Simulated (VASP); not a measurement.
# GaP (R-3m) in VASP: further runs

GaP is run at these levels: PBE; tasks: single point.

Program: VASP 6.6.1. These are calculated values, not measurements. Logs are shortened: lines on timing, memory, paths and dates and some standing lists are left out, and cuts for length are marked.

## Step 1: The cell of the first run

It takes space group R-3m (No. 166, trigonal). The conventional cell has a = 4.275 Å, b = 4.275 Å, c = 19.292 Å, α = 90.00°, β = 90.00°, γ = 120.00°. Within 3.3 Å of Ga (site symmetry 3m) lie 1 Ga at 2.49 Å and 3 P at 2.61 Å. Within 2.9 Å of P (site symmetry 3m) lie 1 P at 2.21 Å and 3 Ga at 2.61 Å.

## Step 2: Single point, PBE (strain +0.1000 x Voigt [1, 1, 0, 0, 0, 0])

Contents of INCAR:

```
PREC = Accurate
ENCUT = 520
EDIFF = 1E-6
ISMEAR = 0
SIGMA = 0.05
LREAL = F
LASPH = T
NELM = 100
ALGO = Normal
ISIF = 2
LWAVE = F
LCHARG = F
GGA = PE
NBANDS = 26
```

Contents of KPOINTS:

```
Automatic mesh
0
Gamma
  9 9 9
```

Contents of POSCAR:

```
GaP
1.0
    2.1373166930      1.2339803681      6.4308101003
   -2.1373166930      1.2339803681      6.4308101003
    0.0000000000     -2.4679607361      6.4308101003
Ga P
2 2
Direct
    0.4353720000      0.4353720000      0.4353720000
    0.5646280000      0.5646280000      0.5646280000
    0.0573890000      0.0573890000      0.0573890000
    0.9426110000      0.9426110000      0.9426110000
```

Potentials or basis: VASP PAW PBE potentials, release 64 (Ga_d, P).

Run with:

```bash
$ cat potpaw_PBE.64/Ga_d/POTCAR potpaw_PBE.64/P/POTCAR > POTCAR
$ mpirun -np 1 vasp_std > vasp.out
```

OUTCAR:

```text
PREC = Accurate
   ENCUT = 520
   EDIFF = 1E-6
   ISMEAR = 0
   LREAL = F
   LASPH = T
   NELM = 100
   ISIF = 2
   GGA = PE

 ion  position               nearest neighbor table
   1  0.435  0.435  0.435-   2 2.49   3 2.61   3 2.61   3 2.61
   2  0.565  0.565  0.565-   1 2.49   4 2.61   4 2.61   4 2.61
   3  0.057  0.057  0.057-   4 2.21   1 2.61   1 2.61   1 2.61
   4  0.943  0.943  0.943-   3 2.21   2 2.61   2 2.61   2 2.61

  LATTYP: Found a trigonal (rhomboedric) cell.
 ALAT       =     6.8881164872
 COS(alpha) =     0.8074396861

  Lattice vectors:

 A1 = (   2.1373166930,   1.2339803681,   6.4308101003)
 A2 = (  -2.1373166930,   1.2339803681,   6.4308101003)
 A3 = (   0.0000000000,  -2.4679607361,   6.4308101003)

Analysis of symmetry for initial positions (statically):
=====================================================================
 Subroutine PRICEL returns:
 Original cell was already a primitive cell.

 Routine SETGRP: Setting up the symmetry group for a
 trigonal (rhombohedral) supercell.

 Subroutine GETGRP returns: Found 12 space group operations
 (whereof 12 operations were pure point group operations)
 out of a pool of 12 trial point group operations.

The static configuration has the point symmetry D_3d.

Analysis of symmetry for dynamics (positions and initial velocities):
=====================================================================
 Subroutine PRICEL returns:
 Original cell was already a primitive cell.

 Routine SETGRP: Setting up the symmetry group for a
 trigonal (rhombohedral) supercell.

 Subroutine GETGRP returns: Found 12 space group operations
 (whereof 12 operations were pure point group operations)
 out of a pool of 12 trial point group operations.

The dynamic configuration has the point symmetry D_3d.

 Subroutine INISYM returns: Found 12 space group operations
 (whereof 12 operations are pure point group operations),
 and found     1 'primitive' translations

----------------------------------------------------------------------------------------

                                     Primitive cell

  volume of cell :     101.7640

  direct lattice vectors                    reciprocal lattice vectors
     2.137316693  1.233980368  6.430810100     0.233938191  0.135064277  0.051833801
    -2.137316693  1.233980368  6.430810100    -0.233938191  0.135064277  0.051833801
     0.000000000 -2.467960736  6.430810100     0.000000000 -0.270128555  0.051833801

  length of vectors
     6.888116487  6.888116487  6.888116487     0.275056683  0.275056683  0.275056683

  position of ions in fractional coordinates (direct lattice)
     0.435372000  0.435372000  0.435372000
     0.564628000  0.564628000  0.564628000
     0.057389000  0.057389000  0.057389000
     0.942611000  0.942611000  0.942611000

  ion indices of the primitive-cell ions
   primitive index   ion index
                 1           1
                 2           2
                 3           3
                 4           4

----------------------------------------------------------------------------------------

 KPOINTS: Automatic mesh

Automatic generation of k-mesh.
 Grid dimensions read from file:
 generate k-points for:    9    9    9

 Generating k-lattice:

  Cartesian coordinates                     Fractional coordinates (reciprocal lattice)
     0.025993132  0.015007142  0.005759311     0.111111111 -0.000000000  0.000000000
    -0.025993132  0.015007142  0.005759311    -0.000000000  0.111111111  0.000000000
     0.000000000 -0.030014284  0.005759311     0.000000000  0.000000000  0.111111111

  Length of vectors
     0.030561854  0.030561854  0.030561854

  Shift w.r.t. Gamma in fractional coordinates (k-lattice)
     0.000000000  0.000000000  0.000000000

 Subroutine IBZKPT returns following result:
 ===========================================

 Found     85 irreducible k-points:

 Following reciprocal coordinates:
            Coordinates               Weight
  0.000000  0.000000  0.000000      1.000000
  0.111111 -0.000000  0.000000      6.000000
  0.222222 -0.000000  0.000000      6.000000
  0.333333 -0.000000 -0.000000      6.000000
  0.444444 -0.000000  0.000000      6.000000
  0.111111  0.111111  0.000000      6.000000
[... 16 lines left out ...]
 -0.333333  0.333333  0.000000      6.000000
  0.444444  0.444444  0.000000      6.000000
 [... further k-points ...]
   k-points           NKPTS =     85   k-points in BZ     NKDIM =     85   number of bands    NBANDS=     26
   number of dos      NEDOS =    301   number of ions     NIONS =      4
   total plane-waves  NPLWV = 157464
   dimension x,y,z NGX =    54 NGY =   54 NGZ =   54
   dimension x,y,z NGXF=   108 NGYF=  108 NGZF=  108
   ions per type =               2   2
   NGX,Y,Z   is equivalent  to a cutoff of  13.03, 13.03, 13.03 a.u.
   NGXF,Y,Z  is equivalent  to a cutoff of  26.07, 26.07, 26.07 a.u.
 SYSTEM =  unknown system
   PREC   = accura    normal or accurate (medium, high low for compatibility)
   ISTART =      0    job   : 0-new  1-cont  2-samecut
   ICHARG =      2    charge: 1-file 2-atom 10-const
   ISPIN  =      1    spin polarized calculation?
   LNONCOLLINEAR =      F non collinear calculations
   LSORBIT =      F    spin-orbit coupling
   LASPH  =      T    aspherical Exc in radial PAW
   ENCUT  =  520.0 eV  38.22 Ry    6.18 a.u.  12.81 12.81 12.81*2*pi/ulx,y,z
   NELM   =    100;   NELMIN=  2; NELMDL= -5     # of ELM steps
   EDIFF  = 0.1E-05   stopping-criterion for ELM
   LREAL  =      F    real-space projection
   EDIFFG = 0.1E-04   stopping-criterion for IOM
   NSW    =      0    number of steps for IOM
   IBRION =     -1    ionic relax: 0-MD 1-quasi-New 2-CG
   NFREE  =      0    steps in history (QN), initial steepest desc. (CG)
   ISIF   =      2    stress and relaxation
   ISYM   =      2    0-nonsym 1-usesym 2-fastsym
   POTIM  = 0.5000    time-step for ionic-motion
   TEBEG  =    0.0;   TEEND  =   0.0 temperature during run
   PSTRESS=    0.0 pullay stress
   NELECT =      36.0000    total number of electrons
   NUPDOWN=      -1.0000    fix difference up-down
   EMIN   =  10.00;   EMAX   =-10.00  energy-range for DOS
   EFERMI =   0.00;   METHOD = LEGACY
   ISMEAR =     0;   SIGMA  =   0.05  broadening in eV -4-tet -1-fermi 0-gaus
   EFERMI_NEDOS =   21; number of points for ismear=-14 and -15
   IALGO  =     38    algorithm
   IMIX   =      4    mixing-type and parameters
     AMIX     =   0.40;   BMIX     =  1.00
     AMIX_MAG =   1.60;   BMIX_MAG =  1.00
  volume/ion in A,a.u.               =      25.44       171.68
  Fermi-wavevector in a.u.,A,eV,Ry     =   1.157829  2.187979 18.239525  1.340567
  Thomas-Fermi vector in A             =   2.294437
   LORBIT       =      0    0 simple, 1 ext, 2 COOP (PROOUT), +10 PAW based schemes
   GGA     = PE    functional components
   LHFCALC =     F    Hartree Fock is set to
   AEXX    =    0.0000 exact exchange contribution
   IVDW    =     0    specifies the selected vdW correction
   LEPSILON=     F    determine dielectric tensor
   LRPA    =     F    only Hartree local field effects (RPA)
 non-spin polarized calculation
 Gauss-broadening in eV      SIGMA  =   0.05
  energy-cutoff  :      520.00
  volume of cell :      101.76
 maximum number of plane-waves:      2760
 NGX is ok and might be reduce to    54
   NGX = 25   NGY = 25   NGZ = 25

 number of electron      36.0000008 magnetization

 Free energy of the ion-electron system (eV)
  ---------------------------------------------------
  ext. energy  EPLUGINS =         0.00000000
  ---------------------------------------------------
  free energy    TOTEN  =       -17.03573730 eV

  energy without entropy =      -17.03515884  energy(sigma->0) =      -17.03544807

 E-fermi :   2.9471     XC(G=0):  -8.8079

 val. band max:        2.9389844585   @ k =   0.3333   0.3333   0.3333
 cond. band min:       2.9594942296   @ k =   0.4444   0.4444   0.4444
 fundamental gap:      0.0205097712
 Fermi energy:         2.9471322081

 k-point     1 :       0.0000    0.0000    0.0000
  band No.  band energies     occupation
      1     -11.6963      2.00000
      2     -11.5655      2.00000
      3     -11.5655      2.00000
      4     -11.5301      2.00000
      5     -11.5301      2.00000
      6     -11.5023      2.00000
[... 18 lines left out ...]
     25       7.1005      0.00000
     26      10.2785      0.00000

 k-point     2 :       0.1111   -0.0000    0.0000
  band No.  band energies     occupation
      1     -11.6951      2.00000
      2     -11.5693      2.00000
      3     -11.5655      2.00000
      4     -11.5322      2.00000
      5     -11.5281      2.00000
      6     -11.5042      2.00000
[... 18 lines left out ...]
     25       7.3989      0.00000
     26      10.6371      0.00000

 k-point     3 :       0.2222   -0.0000    0.0000
  band No.  band energies     occupation
      1     -11.6921      2.00000
      2     -11.5789      2.00000
      3     -11.5655      2.00000
      4     -11.5371      2.00000
      5     -11.5230      2.00000
      6     -11.5086      2.00000
[... 18 lines left out ...]
     25       8.1754      0.00000
     26      10.1911      0.00000

 k-point     4 :       0.3333   -0.0000   -0.0000
  band No.  band energies     occupation
      1     -11.6887      2.00000
      2     -11.5898      2.00000
      3     -11.5656      2.00000
      4     -11.5425      2.00000
      5     -11.5172      2.00000
      6     -11.5131      2.00000
[... 18 lines left out ...]
     25       9.0097      0.00000
     26       9.6523      0.00000
[... 496 lines left out ...]
      1     -11.6850      2.00000
      2     -11.5845      2.00000
      3     -11.5755      2.00000
      4     -11.5471      2.00000
      5     -11.5257      2.00000
      6     -11.5011      2.00000
[... 18 lines left out ...]
     25       9.3890      0.00000
     26      10.8174      0.00000

 k-point    23 :      -0.3333    0.3333    0.0000
  band No.  band energies     occupation
      1     -11.6843      2.00000
      2     -11.5898      2.00000
      3     -11.5746      2.00000
      4     -11.5392      2.00000
      5     -11.5325      2.00000
      6     -11.4965      2.00000
[... 18 lines left out ...]
     25       9.1566      0.00000
     26       9.6693      0.00000

 k-point    24 :       0.4444    0.4444    0.0000
  band No.  band energies     occupation
      1     -11.6863      2.00000
      2     -11.5797      2.00000
      3     -11.5688      2.00000
      4     -11.5608      2.00000
      5     -11.5129      2.00000
      6     -11.5121      2.00000
[... 18 lines left out ...]
     25      10.4396      0.00000
     26      11.2750      0.00000

 [... further k-points ...]

------------------------ aborting loop because EDIFF is reached ----------------------------------------

  FORCE on cell =-STRESS in cart. coord.  units (eV):
  Direction    XX          YY          ZZ          XY          YZ          ZX
  --------------------------------------------------------------------------------------
  -------------------------------------------------------------------------------------
  Total       -6.4074793     -6.4074793     -0.8869065      0.0000000     -0.0000000      0.0000000
  in kB     -100.8796886   -100.8796886    -13.9635025      0.0000000     -0.0000000      0.0000000
  external PRESSURE =     -71.9076266 kB  Pullay stress =       0.0000000 kB

 VOLUME and BASIS-vectors are now :
 -----------------------------------------------------------------------------
  energy-cutoff  :      520.00
  volume of cell :      101.76
      direct lattice vectors                 reciprocal lattice vectors
     2.137316693  1.233980368  6.430810100     0.233938191  0.135064277  0.051833801
    -2.137316693  1.233980368  6.430810100    -0.233938191  0.135064277  0.051833801
     0.000000000 -2.467960736  6.430810100     0.000000000 -0.270128555  0.051833801

 POSITION                                       TOTAL-FORCE (eV/Angst)
 -----------------------------------------------------------------------------------
      0.00000      0.00000      8.39938         0.000000     -0.000000     -0.478446
      0.00000      0.00000     10.89305         0.000000      0.000000      0.478446
      0.00000      0.00000      1.10717         0.000000      0.000000      0.344731
      0.00000      0.00000     18.18526         0.000000     -0.000000     -0.344731
 -----------------------------------------------------------------------------------
    total drift:                                0.000000      0.000000      0.000000

  FREE ENERGIE OF THE ION-ELECTRON SYSTEM (eV)
  ---------------------------------------------------
  free  energy   TOTEN  =       -17.0357373000 eV

  energy  without entropy=      -17.0351588418  energy(sigma->0) =      -17.03544807
```

Wall time 4 min (1 thread of Intel Xeon 6975P-C (Granite Rapids), shared host); peak memory 0.47 GiB.

Results:

```
Free energy            : -17.0357 eV
Pressure               : -7.2 GPa
Largest force          : 0.478 eV/Å
Band gap on the k mesh : zero (bands 18 and 19 overlap by 0.08 eV)
```

Forces in eV/Å, atoms in the order of the input:
```
Ga   0.000  0.000 -0.478
Ga   0.000  0.000  0.478
P    0.000  0.000  0.345
P    0.000  0.000 -0.345
```

Stress tensor (GPa, compression positive):
```
-10.09   0.00   0.00
  0.00 -10.09   0.00
  0.00   0.00  -1.40
```

Levels at points of the mesh, in eV from the Fermi level:
```
           k point  band 15  band 16  band 17  band 18  band 19  band 20  band 21  band 22
(0.00, 0.00, 0.00)    -1.87    -0.69     0.05     0.05     0.06     0.65     3.17     3.17
```

Caveat: the cell differs from its parent crystal (strain +0.1000 x Voigt [1, 1, 0, 0, 0, 0]); the stress differs along the axes, from -10 to -1 GPa; semilocal functionals underestimate gaps, and a narrow one can read as zero.

## Step 3: Single point, PBE (strain -0.1000 x Voigt [1, 1, 0, 0, 0, 0])

Contents of INCAR:

```
ALGO = Normal ; EDIFF = 1E-6
ENCUT = 520 ; GGA = PE
ISIF = 2 ; ISMEAR = 0
LASPH = True ; LCHARG = False
LREAL = False ; LWAVE = False
NBANDS = 26 ; NELM = 100
PREC = Accurate ; SIGMA = 0.05
```

Contents of KPOINTS:

```
k-points
0
Gamma
  9 9 9
```

Contents of POSCAR:

```
GaP
1.0
    1.7487136579      1.0096203011      6.4308101003
   -1.7487136579      1.0096203011      6.4308101003
    0.0000000000     -2.0192406023      6.4308101003
Ga P
2 2
Direct
    0.4353720000      0.4353720000      0.4353720000
    0.5646280000      0.5646280000      0.5646280000
    0.0573890000      0.0573890000      0.0573890000
    0.9426110000      0.9426110000      0.9426110000
```

Potentials or basis: VASP PAW PBE potentials, release 64 (Ga_d, P).

Run with:

```bash
$ cat potpaw_PBE.64/Ga_d/POTCAR potpaw_PBE.64/P/POTCAR > POTCAR
$ mpirun -np 1 vasp_std > vasp.out
```

OUTCAR:

```text
EDIFF = 1E-6
   ENCUT = 520
   GGA = PE
   ISIF = 2
   ISMEAR = 0
   LASPH = True
   LREAL = False
   NELM = 100
   PREC = Accurate

 ion  position               nearest neighbor table
   1  0.435  0.435  0.435-   3 2.20   3 2.20   3 2.20   2 2.49
   2  0.565  0.565  0.565-   4 2.20   4 2.20   4 2.20   1 2.49
   3  0.057  0.057  0.057-   1 2.20   1 2.20   1 2.20   4 2.21
   4  0.943  0.943  0.943-   2 2.20   2 2.20   2 2.20   3 2.21

  LATTYP: Found a trigonal (rhomboedric) cell.
 ALAT       =     6.7403747044
 COS(alpha) =     0.8653831824

  Lattice vectors:

 A1 = (   1.7487136579,   1.0096203011,   6.4308101003)
 A2 = (  -1.7487136579,   1.0096203011,   6.4308101003)
 A3 = (   0.0000000000,  -2.0192406023,   6.4308101003)

Analysis of symmetry for initial positions (statically):
=====================================================================
 Subroutine PRICEL returns:
 Original cell was already a primitive cell.

 Routine SETGRP: Setting up the symmetry group for a
 trigonal (rhombohedral) supercell.

[... 168 lines left out ...]

  energy without entropy =      -16.37156778  energy(sigma->0) =      -16.37162408

 E-fermi :   7.1716     XC(G=0): -10.6679

 val. band max:        7.1251034469   @ k =   0.0000   0.0000   0.0000
 cond. band min:       7.2389577265   @ k =  -0.4444   0.4444   0.0000
 fundamental gap:      0.1138542796
 Fermi energy:         7.1715648208

 k-point     1 :       0.0000    0.0000    0.0000
  band No.  band energies     occupation
      1      -8.3854      2.00000
      2      -8.2249      2.00000
      3      -8.2249      2.00000
      4      -8.2187      2.00000
      5      -8.2187      2.00000
      6      -8.0897      2.00000
[... 685 lines left out ...]
     25      15.6563      0.00000
     26      17.1173      0.00000

 [... further k-points ...]

------------------------ aborting loop because EDIFF is reached ----------------------------------------

  FORCE on cell =-STRESS in cart. coord.  units (eV):
  Direction    XX          YY          ZZ          XY          YZ          ZX
  --------------------------------------------------------------------------------------
  -------------------------------------------------------------------------------------
  Total       14.4073009     14.4073009      2.5832262      0.0000000     -0.0000000      0.0000000
  in kB      338.8437627    338.8437627     60.7546197      0.0000000     -0.0000000      0.0000000
  external PRESSURE =     246.1473817 kB  Pullay stress =       0.0000000 kB

 VOLUME and BASIS-vectors are now :
 -----------------------------------------------------------------------------
  energy-cutoff  :      520.00
  volume of cell :       68.12
      direct lattice vectors                 reciprocal lattice vectors
     1.748713658  1.009620301  6.430810100     0.285924455  0.165078561  0.051833801
    -1.748713658  1.009620301  6.430810100    -0.285924455  0.165078561  0.051833801
     0.000000000 -2.019240602  6.430810100     0.000000000 -0.330157122  0.051833801

 POSITION                                       TOTAL-FORCE (eV/Angst)
 -----------------------------------------------------------------------------------
      0.00000     -0.00000      8.39938         0.000000     -0.000000      1.591825
      0.00000     -0.00000     10.89305         0.000000      0.000000     -1.591825
      0.00000     -0.00000      1.10717         0.000000      0.000000     -1.483822
      0.00000     -0.00000     18.18526         0.000000     -0.000000      1.483822
 -----------------------------------------------------------------------------------
    total drift:                                0.000000     -0.000000      0.000000

  FREE ENERGIE OF THE ION-ELECTRON SYSTEM (eV)
  ---------------------------------------------------
  free  energy   TOTEN  =       -16.3716803878 eV

  energy  without entropy=      -16.3715677779  energy(sigma->0) =      -16.37162408
```

It took 3.1 min on 1 thread of Intel Xeon 6975P-C (Granite Rapids), shared host; peak memory 0.41 GiB.

What came out:

- Free energy: -16.3717 eV
- Pressure: 24.6 GPa
- Largest force: 1.592 eV/Å
- Band gap on the k mesh: 0.11 eV (least direct gap 0.53 eV)

Forces in eV/Å, atoms in the order of the input:
```
Ga   0.000  0.000  1.592
Ga   0.000  0.000 -1.592
P    0.000  0.000 -1.484
P    0.000  0.000  1.484
```

Stress tensor (GPa, compression positive):
```
33.88  0.00  0.00
 0.00 33.88  0.00
 0.00  0.00  6.08
```

Levels at points of the mesh, in eV from the valence-band top:
```csv
k point,band 16,band 17,band 18,band 19,band 20,band 21
"(0.00, 0.00, 0.00)",-0.98,0.00,0.00,0.53,2.45,4.08
```

Caveat: the cell differs from its parent crystal (strain -0.1000 x Voigt [1, 1, 0, 0, 0, 0]); the stress differs along the axes, from 6 to 34 GPa; semilocal functionals underestimate gaps, and a narrow one can read as zero; forces of over 1 eV/Å act on the atoms, so gaps and moduli don't describe the material at rest.

(Continued in part 2 of 2.)

The gap in the log of VASP goes by the Fermi energy; the results here count the filled bands.